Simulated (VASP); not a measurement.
Here is a VASP 6.6.1 calculation.

POSCAR

```
BaTiO3
1.0
    8.1194999200      0.0000000000      0.0000000000
    0.0000000000      4.0597499600      0.0000000000
    0.0000000000      0.0000000000      4.0597499600
Ba Ti O
2 2 6
Direct
    0.2500000000      0.5000000000      0.5000000000
    0.7500000000      0.5000000000      0.5000000000
    0.0000000000      0.0000000000      0.0000000000
    0.5000000000      0.0000000000      0.0000000000
    0.2500000000      0.0000000000      0.0000000000
    0.7500000000      0.0000000000      0.0000000000
    0.0000000000      0.5000000000      0.0000000000
    0.5000000000      0.5000000000      0.0000000000
    0.0000000000      0.0000000000      0.5000000000
    0.5000000000      0.0000000000      0.5000000000
```

File INCAR.step1:

```
SYSTEM = BaTiO3
PREC = Accurate ; ENCUT = 520
ISMEAR = -1 ; SIGMA = 0.1
LREAL = .False. ; LASPH = .True.
NELM = 150 ; ISPIN = 2
MAGMOM = 0 0 0 0 0 0 0 0 0 0 ; LMAXMIX = 4
NBANDS = 55 ; GGA = PE
ALGO = Normal ; EDIFF = 1E-4
LWAVE = .True. ; LCHARG = .False.
```

INCAR.step2

```
SYSTEM = BaTiO3
PREC = Accurate ; ENCUT = 520
EDIFF = 1E-6 ; ISMEAR = -1
SIGMA = 0.1 ; LREAL = .False.
LASPH = .True. ; NELM = 150
ALGO = Normal ; ISIF = 2
LWAVE = .False. ; LCHARG = .False.
ISPIN = 2 ; MAGMOM = 0 0 0 0 0 0 0 0 0 0
LORBIT = 11 ; LMAXMIX = 4
METAGGA = R2SCAN ; LMIXTAU = .True.
NBANDS = 55 ; ISTART = 1
```

The input KPOINTS:

```
regular mesh
0
Gamma
  3 6 6
  0 0 0
```

Potentials or basis: VASP PAW PBE potentials, release 64 (Ba_sv, Ti_sv, O).

Command:

```sh
$ cat potpaw_PBE.64/Ba_sv/POTCAR potpaw_PBE.64/Ti_sv/POTCAR potpaw_PBE.64/O/POTCAR > POTCAR
$ cp INCAR.step1 INCAR
$ mpirun -np 1 vasp_std > vasp.out
$ cp INCAR.step2 INCAR
$ mpirun -np 1 vasp_std > vasp.out
```

(1) Estimate the band gap on the k mesh.

(2) What does it give for the net moment?

Results:

(1) 2.03 eV.

(2) 0.00 μB per cell.

Caveat: the cell stands under tension; spin-orbit coupling is left out, which moves the levels of the heavy elements.
